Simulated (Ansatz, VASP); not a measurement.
Two plane-wave programs on Ni

The input INCAR:

```
SYSTEM = Ni
ALGO     = Normal         ! electronic algorithm
EDIFF    = 1E-6           ! SCF threshold, eV
ENCUT    = 520            ! plane-wave cutoff, eV
GGA      = CA             ! functional
ISIF     = 2              ! what is computed and relaxed
ISMEAR   = 0              ! smearing method
ISPIN    = 2              ! spin polarisation
LASPH    = .TRUE.         ! aspherical terms in the spheres
LCHARG   = .FALSE.        ! write CHGCAR
LMAXMIX  = 4              ! l up to which the mixer works
LORBIT   = 11             ! projections on sites
LREAL    = .FALSE.        ! projectors in reciprocal space
LWAVE    = .FALSE.        ! write WAVECAR
MAGMOM   = 0.72           ! initial moments
NBANDS   = 15             ! bands
NELM     = 150            ! most SCF steps
PREC     = Accurate       ! precision mode
SIGMA    = 0.05           ! smearing width, eV
```

The input KPOINTS:

```
k-points
0
G
  22 22 22
  0 0 0
```

POSCAR

```
Ni
1.0
    0.0000000000      1.7236631239      1.7236631239
    1.7236631239      0.0000000000      1.7236631239
    1.7236631239      1.7236631239      0.0000000000
Ni
1
Direct
    0.0000000000      0.0000000000      0.0000000000
```

Input for Ansatz:

```yaml
crystal:
  lattice:
    - [0.0, 1.7236631239, 1.7236631239]
    - [1.7236631239, 0.0, 1.7236631239]
    - [1.7236631239, 1.7236631239, 0.0]
  atoms:
    - { symbol: Ni, position: [0.0, 0.0, 0.0], spin: 0.72 }
basis:
  ecutwfc: 420
  ecutrho_ratio: 4
kpoints:
  mp_grid: { grid: [22, 22, 22] }
hamiltonian:
  xc: lda
scf:
  occupations: { method: gaussian, width: 0.05 }
output:
  forces: true
  stress: true
  eigenvalues: true
  populations: true
magnetization:
  spin_polarized: true
```

Alike in both runs: task single point; functional LDA; k mesh 22 × 22 × 22; occupations gaussian, width 0.05 eV; collinear spin.

```csv
,VASP,Ansatz
version,VASP 6.6.1,Ansatz 0.2.0
potentials or method,"VASP PAW LDA potentials, release 64 (Ni), cutoff 520 eV","scalar-relativistic, plane waves, PAW"
valence electrons in the cell,10,18
```

Ansatz gave:

```
gap on the k mesh at the Fermi level (eV)                     : none
pressure (GPa)                                                : -4.9
net moment per atom (μB)                                      : 0.64
size of the moment on the site where the two differ most (μB) : 0.66
```

**Question.** Which values does VASP return?

**Answer.** gap on the k mesh at the Fermi level (eV): none; pressure (GPa): -5.2; net moment per atom (μB): 0.60; size of the moment on the site where the two differ most (μB): 0.60.

LDA's correlation is that of Perdew and Zunger in VASP and of Perdew and Wang (1992) in Ansatz. Site moments also hang on the region over which each program counts them. A gap of «none» marks a metal or a gap that the smearing closes. VASP's potentials hold 10 valence electrons a cell and Ansatz's 18, so a difference there can come from the potentials and not from the codes.
